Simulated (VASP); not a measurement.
Si32C31 (a cell with a defect), 63 atoms in the cell. The cell holds a defect, 63 atoms: a = 8.714 Å, b = 8.714 Å, c = 8.714 Å, α = 90.00°, β = 90.00°, γ = 90.00°. 

| Item | Value |
| --- | --- |
| Program | VASP 6.6.1 |
| Task | single point |
| Functional | PBEsol |
| Potentials or basis | VASP PAW PBE potentials, release 64 (Si, C) |
| Cutoff | 520 eV |
| k mesh | 1 × 1 × 1, shifted |
| Occupations | fermi-dirac, width 0.05 eV |
| Spin | no spin polarisation |
| Dipole correction | no |
| Further INCAR settings | LREAL = Auto; ALGO = Normal; EDIFF = 1e-06; NBANDS = 163; ISYM = 0 |

Potentials or basis: VASP PAW PBE potentials, release 64 (Si, C).

Launch:

```console
$ cat potpaw_PBE.64/Si/POTCAR potpaw_PBE.64/C/POTCAR > POTCAR
$ mpirun -np 1 vasp_std > vasp.out
```

Hardware: 1 thread of Oxide Virtual Turin-like Processor, with other jobs on the host.

Q: How long does it take, and how much memory?

A: Wall time 20 min on 1 thread of Oxide Virtual Turin-like Processor, on a shared host, peak memory 0.78 GiB. Counts: scf iterations 15, k points 4.
